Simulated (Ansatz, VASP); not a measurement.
# SrO: VASP beside Ansatz

```
Sr O
1.0
     0.00000    2.57989    2.57989
     2.57989    0.00000    2.57989
     2.57989    2.57989    0.00000
Sr O
1 1
Direct
  0.50000 0.50000 0.50000
  0.00000 0.00000 0.00000
```

Alike in both runs: task single point; functional r2SCAN; k mesh 8 × 8 × 8; no spin polarisation.

```csv
,VASP,Ansatz
version,VASP 6.6.1,Ansatz 0.2.0
potentials or method,"VASP PAW PBE potentials, release 64 (Sr_sv, O)","plane waves, PAW"
plane-wave cutoff (eV),520,500
occupations,"gaussian, width 0.01 eV",fixed
valence electrons in the cell,16,16
```

|  | VASP | Ansatz | Ansatz less VASP |
| --- | --- | --- | --- |
| gap on the k mesh at the Fermi level (eV) | 3.75 | 3.80 | +0.052 |
| pressure (GPa) | 0.5 | 0.0 | -0.52 |

VASP's potentials were made for PBE, not for r2SCAN.
